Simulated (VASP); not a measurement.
Sn: single point with PBEsol

Crystal: Sn.

```
Sn
1.0
     0.00000    3.27083    3.27083
     3.27083    0.00000    3.27083
     3.27083    3.27083    0.00000
Sn
2
Direct
  0.00000 0.00000 0.00000
  0.25000 0.25000 0.25000
```

```json
{"Program": "VASP 6.6.1", "Task": "single point", "Functional": "PBEsol", "Potentials or basis": "VASP PAW PBE potentials, release 64 (Sn_d)", "Cutoff": "520 eV", "k mesh": "9 × 9 × 9", "Occupations": "fermi-dirac, width 0.05 eV", "Spin": "no spin polarisation", "Dipole correction": "no", "Further INCAR settings": "ALGO = Normal; EDIFF = 1e-07; NBANDS = 21"}
```

* Pressure: -0.1 GPa
* Band gap on the k mesh: zero (band 14 reaches 5.32 eV, above the bottom of band 15 at 5.15 eV)

Levels at points of the mesh, in eV from the Fermi level:
```csv
k point,band 11,band 12,band 13,band 14,band 15,band 16,band 17,band 18
"(0.00, 0.00, 0.00)",-10.41,-0.80,0.15,0.15,0.15,2.21,2.21,2.21
```

Run time: 36 s on 1 thread of Intel(R) Xeon(R) Platinum 8488C (Sapphire Rapids) (shared host), peak memory 0.22 GiB.

Caveat: the PAW data sets were made with another functional, which shifts forces and pressure a little; spin-orbit coupling is left out, which moves the levels of the heavy elements.
